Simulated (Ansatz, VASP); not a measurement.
Mo: VASP beside Ansatz

```
Mo
1.0
    -1.54884    1.54884    1.54884
     1.54884   -1.54884    1.54884
     1.54884    1.54884   -1.54884
Mo
1
Direct
  0.00000 0.00000 0.00000
```

Alike in both runs: task single point; functional PBEsol; k mesh 18 × 18 × 18; occupations gaussian, width 0.1 eV; no spin polarisation.

|  | VASP | Ansatz |
| --- | --- | --- |
| version | VASP 6.6.1 | Ansatz 0.2.0 |
| potentials or method | VASP PAW PBE potentials, release 64 (Mo_sv), cutoff 520 eV | scalar-relativistic, plane waves, PAW |
| valence electrons in the cell | 14 | 14 |

VASP gave:

| Quantity | Value |
| --- | --- |
| gap on the k mesh at the Fermi level (eV) | none |
| pressure (GPa) | 10.0 |

What did Ansatz give for the same quantities?

gap on the k mesh at the Fermi level (eV): none; pressure (GPa): 9.2.

VASP's potentials were made for PBE, not for PBEsol. A gap of «none» marks a metal or a gap that the smearing closes. The functional is the same, so the differences come from potentials, cutoffs and numerics.
